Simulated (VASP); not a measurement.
Set up this calculation in VASP 6.6.1, as the native input.

* Task: single point
* Functional: r2SCAN
* Potentials or basis: VASP PAW PBE potentials, release 64 (Au)
* Cutoff: 520 eV
* k mesh: 11 × 11 × 11
* Occupations: fermi-dirac, width 0.05 eV
* Spin: no spin polarisation
* Dipole correction: no
* Further INCAR settings: ALGO = Normal; EDIFF = 1e-06; NBANDS = 12

Crystal: Au.

```
Au
1.0
    -1.64067    1.64067    1.64067
     1.64067   -1.64067    1.64067
     1.64067    1.64067   -1.64067
Au
1
Direct
  0.00000 0.00000 0.00000
```

The input as run:

POSCAR

```
Au
1.0
   -1.6406710958      1.6406710958      1.6406710958
    1.6406710958     -1.6406710958      1.6406710958
    1.6406710958      1.6406710958     -1.6406710958
Au
1
Direct
    0.0000000000      0.0000000000      0.0000000000
```

INCAR.step1

```
ALGO = Normal ; EDIFF = 1E-4
ENCUT = 520 ; GGA = PE
ISMEAR = -1 ; LASPH = True
LCHARG = False ; LREAL = False
LWAVE = True ; NBANDS = 12
NELM = 60 ; PREC = Accurate
SIGMA = 0.05
```

INCAR.step2

```
ALGO = Normal ; EDIFF = 1E-6
ENCUT = 520 ; ISIF = 2
ISMEAR = -1 ; ISTART = 1
LASPH = True ; LCHARG = False
LMIXTAU = True ; LREAL = False
LWAVE = False ; METAGGA = R2SCAN
NBANDS = 12 ; NELM = 60
PREC = Accurate ; SIGMA = 0.05
```

KPOINTS

```
k-points
0
Gamma
  11 11 11
```

Potentials or basis: VASP PAW PBE potentials, release 64 (Au).

The run is started by

```bash
$ cat potpaw_PBE.64/Au/POTCAR > POTCAR
$ cp INCAR.step1 INCAR
$ mpirun -np 1 vasp_std > vasp.out
$ cp INCAR.step2 INCAR
$ mpirun -np 1 vasp_std > vasp.out
```

Results of the run:

```json
{"Pressure": "0.3 GPa"}
```

Caveat: the PAW data sets were made with another functional, which shifts forces and pressure a little.

Wall time 15 s on 1 thread of Intel(R) Xeon(R) 6975P-C (Granite Rapids) (shared host), peak memory 0.14 GiB.
